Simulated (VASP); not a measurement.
# O in VASP: a series of runs

O is run at these levels: PBE+D3(BJ); tasks: single point.

Program: VASP 6.6.1. These are calculated values, not measurements. Logs are shortened: lines on timing, memory, paths and dates and some standing lists are left out, and cuts for length are marked.

### Step 1. The cell of the first run

The cell holds an amorphous packing of atoms, 16 atoms: a = 7.877 Å, b = 7.877 Å, c = 7.877 Å, α = 90.00°, β = 90.00°, γ = 90.00°.

### Step 2. Single point, PBE+D3(BJ), collinear spin, ferromagnetic start

Input file INCAR:

```
SYSTEM = O
PREC = Accurate
ENCUT = 520
EDIFF = 1E-6
ISMEAR = -1
SIGMA = 0.02
LREAL = Auto
LASPH = .TRUE.
NELM = 150
ALGO = Normal
ISIF = 2
LWAVE = .FALSE.
LCHARG = .FALSE.
ISPIN = 2
MAGMOM = 1 1 1 1 1 1 1 1 1 1 1 1 1 1 1 1
LORBIT = 11
GGA = PE
IVDW = 12
NBANDS = 66
```

Input file KPOINTS:

```
Automatic mesh
0
G
  1 1 1
  0 0 0
```

Input file POSCAR:

```
O
1.0
    7.8772940000      0.0000000000      0.0000000000
    0.0000000000      7.8772940000      0.0000000000
    0.0000000000      0.0000000000      7.8772940000
O
16
Direct
    0.1318401203      0.6355345343      1.0333744741
    0.1385033949      0.6422231952      0.8790024141
    0.3823098953      0.2989440250      0.2774824682
    0.4123147498      0.3179812988      0.1264568075
    0.0391511117      0.2499796297      0.7562987521
    0.1549946229      0.1684701076      0.6943779723
    0.0108575472      0.8255595576      0.5167145485
   -0.0117527870      0.9090520120      0.3880664673
    0.8219995839      0.1185550099      1.0518252782
    0.8000078801     -0.0150423733      0.9759200719
    0.4026472925      0.9225432652      0.9720394197
    0.4382470234      0.9499625811      0.8239281131
    0.6476837176      0.1850464474      0.6107934908
    0.7238140468      0.2039645437      0.4774701356
    0.4042894698      0.6231892105      0.5557194957
    0.3814702308      0.6794580553      0.4130219909
```

Potentials or basis: VASP PAW PBE potentials, release 64 (O).

On the command line:

```bash
$ cat potpaw_PBE.64/O/POTCAR > POTCAR
$ mpirun -np 1 vasp_gam > vasp.out
```

OUTCAR:

```text
SYSTEM = O
   PREC = Accurate
   ENCUT = 520
   EDIFF = 1E-6
   ISMEAR = -1
   LREAL = Auto
   LASPH = .TRUE.
   NELM = 150
   ISIF = 2
   ISPIN = 2
   LORBIT = 11
   GGA = PE
   IVDW = 12
 IVDW          = 12

 ion  position               nearest neighbor table
   1  0.132  0.636  0.033-   2 1.22
   2  0.139  0.642  0.879-   1 1.22
   3  0.382  0.299  0.277-   4 1.22
   4  0.412  0.318  0.126-   3 1.22
   5  0.039  0.250  0.756-   6 1.22
   6  0.155  0.168  0.694-   5 1.22
[... 8 lines left out ...]
  15  0.404  0.623  0.556-  16 1.22
  16  0.381  0.679  0.413-  15 1.22

  LATTYP: Found a simple cubic cell.
 ALAT       =     7.8772940000

  Lattice vectors:

 A1 = (   7.8772940000,   0.0000000000,   0.0000000000)
 A2 = (   0.0000000000,   7.8772940000,   0.0000000000)
 A3 = (   0.0000000000,   0.0000000000,   7.8772940000)

Analysis of symmetry for initial positions (statically):
=====================================================================
 Subroutine PRICEL returns:
 Original cell was already a primitive cell.

 Routine SETGRP: Setting up the symmetry group for a
 simple cubic supercell.

 Subroutine GETGRP returns: Found  1 space group operations
 (whereof  1 operations were pure point group operations)
 out of a pool of 48 trial point group operations.

The static configuration has the point symmetry C_1 .

Analysis of symmetry for dynamics (positions and initial velocities):
=====================================================================
 Subroutine PRICEL returns:
 Original cell was already a primitive cell.

 Routine SETGRP: Setting up the symmetry group for a
 simple cubic supercell.

 Subroutine GETGRP returns: Found  1 space group operations
 (whereof  1 operations were pure point group operations)
 out of a pool of 48 trial point group operations.

The dynamic configuration has the point symmetry C_1 .

Analysis of structural, dynamic, and magnetic symmetry:
=====================================================================
 Subroutine PRICEL returns:
 Original cell was already a primitive cell.

 Routine SETGRP: Setting up the symmetry group for a
 simple cubic supercell.

 Subroutine GETGRP returns: Found  1 space group operations
 (whereof  1 operations were pure point group operations)
 out of a pool of 48 trial point group operations.

The overall configuration has the point symmetry C_1 .

 Subroutine INISYM returns: Found  1 space group operations
 (whereof  1 operations are pure point group operations),
 and found     1 'primitive' translations

----------------------------------------------------------------------------------------

                                     Primitive cell

  volume of cell :     488.8000

  direct lattice vectors                    reciprocal lattice vectors
     7.877294000  0.000000000  0.000000000     0.126947147  0.000000000  0.000000000
     0.000000000  7.877294000  0.000000000     0.000000000  0.126947147  0.000000000
     0.000000000  0.000000000  7.877294000     0.000000000  0.000000000  0.126947147

  length of vectors
     7.877294000  7.877294000  7.877294000     0.126947147  0.126947147  0.126947147

  position of ions in fractional coordinates (direct lattice)
     0.131840120  0.635534534  0.033374474
     0.138503395  0.642223195  0.879002414
     0.382309895  0.298944025  0.277482468
     0.412314750  0.317981299  0.126456807
     0.039151112  0.249979630  0.756298752
     0.154994623  0.168470108  0.694377972
[... 8 lines left out ...]
     0.404289470  0.623189211  0.555719496
     0.381470231  0.679458055  0.413021991

  ion indices of the primitive-cell ions
   primitive index   ion index
                 1           1
                 2           2
                 3           3
                 4           4
                 5           5
                 6           6
[... 8 lines left out ...]
                15          15
                16          16

----------------------------------------------------------------------------------------

 KPOINTS: Automatic mesh

Automatic generation of k-mesh.
 Grid dimensions read from file:
 generate k-points for:    1    1    1

 Generating k-lattice:

  Cartesian coordinates                     Fractional coordinates (reciprocal lattice)
     0.126947147  0.000000000  0.000000000     1.000000000  0.000000000  0.000000000
     0.000000000  0.126947147  0.000000000     0.000000000  1.000000000  0.000000000
     0.000000000  0.000000000  0.126947147     0.000000000  0.000000000  1.000000000

  Length of vectors
     0.126947147  0.126947147  0.126947147

  Shift w.r.t. Gamma in fractional coordinates (k-lattice)
     0.000000000  0.000000000  0.000000000

 Subroutine IBZKPT returns following result:
 ===========================================

 Found      1 irreducible k-points:

 Following reciprocal coordinates:
            Coordinates               Weight
  0.000000  0.000000  0.000000      1.000000
   k-points           NKPTS =      1   k-points in BZ     NKDIM =      1   number of bands    NBANDS=     66
   number of dos      NEDOS =    301   number of ions     NIONS =     16
   total plane-waves  NPLWV = 216000
   dimension x,y,z NGX =    60 NGY =   60 NGZ =   60
   dimension x,y,z NGXF=   120 NGYF=  120 NGZF=  120
   ions per type =              16
   NGX,Y,Z   is equivalent  to a cutoff of  12.66, 12.66, 12.66 a.u.
   NGXF,Y,Z  is equivalent  to a cutoff of  25.33, 25.33, 25.33 a.u.
 SYSTEM =  O
   PREC   = accura    normal or accurate (medium, high low for compatibility)
   ISTART =      0    job   : 0-new  1-cont  2-samecut
   ICHARG =      2    charge: 1-file 2-atom 10-const
   ISPIN  =      2    spin polarized calculation?
   LNONCOLLINEAR =      F non collinear calculations
   LSORBIT =      F    spin-orbit coupling
   LASPH  =      T    aspherical Exc in radial PAW
   ENCUT  =  520.0 eV  38.22 Ry    6.18 a.u.  14.65 14.65 14.65*2*pi/ulx,y,z
   NELM   =    150;   NELMIN=  2; NELMDL= -5     # of ELM steps
   EDIFF  = 0.1E-05   stopping-criterion for ELM
   LREAL  =      T    real-space projection
   EDIFFG = 0.1E-04   stopping-criterion for IOM
   NSW    =      0    number of steps for IOM
   IBRION =     -1    ionic relax: 0-MD 1-quasi-New 2-CG
   NFREE  =      0    steps in history (QN), initial steepest desc. (CG)
   ISIF   =      2    stress and relaxation
   ISYM   =      2    0-nonsym 1-usesym 2-fastsym
   POTIM  = 0.5000    time-step for ionic-motion
   TEBEG  =    0.0;   TEEND  =   0.0 temperature during run
   PSTRESS=    0.0 pullay stress
   NELECT =      96.0000    total number of electrons
   NUPDOWN=      -1.0000    fix difference up-down
   EMIN   =  10.00;   EMAX   =-10.00  energy-range for DOS
   EFERMI =   0.00;   METHOD = LEGACY
   ISMEAR =    -1;   SIGMA  =   0.02  broadening in eV -4-tet -1-fermi 0-gaus
   EFERMI_NEDOS =   21; number of points for ismear=-14 and -15
   IALGO  =     38    algorithm
   IMIX   =      4    mixing-type and parameters
     AMIX     =   0.40;   BMIX     =  1.00
     AMIX_MAG =   1.60;   BMIX_MAG =  1.00
  volume/ion in A,a.u.               =      30.55       206.16
  Fermi-wavevector in a.u.,A,eV,Ry     =   0.951601  1.798265 12.320678  0.905544
  Thomas-Fermi vector in A             =   2.080086
   LORBIT       =     11    0 simple, 1 ext, 2 COOP (PROOUT), +10 PAW based schemes
   GGA     = PE    functional components
   LHFCALC =     F    Hartree Fock is set to
   AEXX    =    0.0000 exact exchange contribution
   IVDW    =    12    specifies the selected vdW correction
   LEPSILON=     F    determine dielectric tensor
   LRPA    =     F    only Hartree local field effects (RPA)
 spin polarized calculation
  energy-cutoff  :      520.00
  volume of cell :      488.80
 maximum number of plane-waves:      6603
 NGX is ok and might be reduce to    60
   NGX = 29   NGY = 29   NGZ = 29

 number of electron      96.0000001 magnetization      16.0000000

 Free energy of the ion-electron system (eV)
  ---------------------------------------------------
  ext. energy  EPLUGINS =         0.00000000
  ---------------------------------------------------
  free energy    TOTEN  =       -79.11375338 eV

  energy without entropy =      -79.11375338  energy(sigma->0) =      -79.11375338

 E-fermi :  -3.8967     XC(G=0):  -5.1942

 val. band max:       -4.3955387038   @ k =   0.0000   0.0000   0.0000
 cond. band min:      -2.4412752020   @ k =   0.0000   0.0000   0.0000
 fundamental gap:      1.9542635018
 Fermi energy:        -3.8967070601

 spin component 1

 k-point     1 :       0.0000    0.0000    0.0000
  band No.  band energies     occupation
      1     -30.5488      1.00000
      2     -30.4935      1.00000
      3     -30.4886      1.00000
      4     -30.4599      1.00000
      5     -30.4480      1.00000
      6     -30.4381      1.00000
[... 52 lines left out ...]
     59       2.9244      0.00000
     60       3.1252      0.00000
 Fermi energy:        -3.8967070601

 spin component 2

 k-point     1 :       0.0000    0.0000    0.0000
  band No.  band energies     occupation
      1     -29.3453      1.00000
      2     -29.2894      1.00000
      3     -29.2840      1.00000
      4     -29.2543      1.00000
      5     -29.2420      1.00000
      6     -29.2315      1.00000
[... 52 lines left out ...]
     59       3.2807      0.00000
     60       3.4945      0.00000
 [bands above 60 left out]

------------------------ aborting loop because EDIFF is reached ----------------------------------------

 Edisp (eV)   -0.38036

 E8    (eV) :    -0.0871

  FORCE on cell =-STRESS in cart. coord.  units (eV):
  Direction    XX          YY          ZZ          XY          YZ          ZX
  --------------------------------------------------------------------------------------
  -------------------------------------------------------------------------------------
  Total       0.98703     1.11953     5.79346    -0.35270    -0.72587    -1.22956
  in kB       3.23527     3.66958    18.98965    -1.15608    -2.37924    -4.03021
  external pressure =        8.63 kB  Pullay stress =        0.00 kB

 VOLUME and BASIS-vectors are now :
 -----------------------------------------------------------------------------
  energy-cutoff  :      520.00
  volume of cell :      488.80
      direct lattice vectors                 reciprocal lattice vectors
     7.877294000  0.000000000  0.000000000     0.126947147  0.000000000  0.000000000
     0.000000000  7.877294000  0.000000000     0.000000000  0.126947147  0.000000000
     0.000000000  0.000000000  7.877294000     0.000000000  0.000000000  0.126947147

 POSITION                                       TOTAL-FORCE (eV/Angst)
 -----------------------------------------------------------------------------------
      1.03854      5.00629      0.26290        -0.078664     -0.066969      1.124515
      1.09103      5.05898      6.92416         0.033718      0.043220     -1.103643
      3.01157      2.35487      2.18581        -0.178626     -0.121759      0.776141
      3.24792      2.50483      0.99614         0.160153      0.102128     -0.793216
      0.30840      1.96916      5.95759        -0.870652      0.643649      0.449495
      1.22094      1.32709      5.46982         0.882608     -0.590960     -0.485155
[... 8 lines left out ...]
      3.18471      4.90904      4.37757         0.129482     -0.329374      0.779075
      3.00495      5.35229      3.25350        -0.114544      0.334346     -0.784644
 -----------------------------------------------------------------------------------
    total drift:                               -0.012510     -0.004769     -0.001505

  FREE ENERGIE OF THE ION-ELECTRON SYSTEM (eV)
  ---------------------------------------------------
  free  energy   TOTEN  =       -79.4941118356 eV

  energy  without entropy=      -79.4941118356  energy(sigma->0) =      -79.49411184

 total charge

# of ion       s       p       d       tot
------------------------------------------
    1        1.611   3.298   0.000   4.909
    2        1.612   3.298   0.000   4.910
    3        1.611   3.293   0.000   4.904
    4        1.611   3.292   0.000   4.903
    5        1.612   3.300   0.000   4.912
    6        1.612   3.299   0.000   4.911
[... 8 lines left out ...]
   15        1.611   3.292   0.000   4.904
   16        1.611   3.294   0.000   4.905
--------------------------------------------------
tot         25.785  52.727   0.000  78.511

 magnetization (x)

# of ion       s       p       d       tot
------------------------------------------
    1        0.010   0.799   0.000   0.809
    2        0.010   0.798   0.000   0.809
    3        0.010   0.799   0.000   0.809
    4        0.010   0.799   0.000   0.809
    5        0.010   0.798   0.000   0.808
    6        0.010   0.799   0.000   0.809
[... 8 lines left out ...]
   15        0.010   0.800   0.000   0.811
   16        0.010   0.798   0.000   0.808
--------------------------------------------------
tot          0.166  12.782   0.000  12.948
```

It took 2.3 min on 1 thread of AMD EPYC 7R13, shared host; peak memory 0.55 GiB.

Results:

```yaml
Free_energy: -79.4941 eV
Pressure: 0.9 GPa
Largest_force: 1.172 eV/Å
Band_gap_on_the_k_mesh: 1.95 eV
Net_moment: 16.00 μB per cell
Site_moments: O +0.81 μB
Valence_electrons_inside_the_program's_atomic_spheres: O 4.91, 4.90
Dispersion_energy_per_atom: -0.024 eV
```

Forces on the atoms (eV/Å):
```
O   -0.079 -0.067  1.125
O    0.034  0.043 -1.104
O   -0.179 -0.122  0.776
O    0.160  0.102 -0.793
O   -0.871  0.644  0.449
O    0.883 -0.591 -0.485
O    0.117 -0.491  0.745
O   -0.115  0.470 -0.760
O    0.085  0.659  0.411
O   -0.058 -0.667 -0.362
O   -0.247 -0.173  0.992
O    0.249  0.154 -0.973
O   -0.548 -0.114  0.940
O    0.553  0.148 -0.956
O    0.129 -0.329  0.779
O   -0.115  0.334 -0.785
```

Levels at points of the mesh, in eV from the valence-band top:
Spin up:
```csv
k point,band 53,band 54,band 55,band 56,band 57,band 58,band 59,band 60
"(0.00, 0.00, 0.00)",-0.08,-0.04,-0.02,0.00,5.75,6.99,7.32,7.52
```
Spin down:
| k point | band 37 | band 38 | band 39 | band 40 | band 41 | band 42 | band 43 | band 44 |
| --- | --- | --- | --- | --- | --- | --- | --- | --- |
| (0.00, 0.00, 0.00) | -4.67 | -4.65 | -4.60 | -4.53 | 1.95 | 1.97 | 2.00 | 2.03 |

Caveat: the k points lie up to 0.80 Å⁻¹ apart; the standard files for N, O and F lose accuracy on very short bonds.

(Continued in part 2 of 2.)
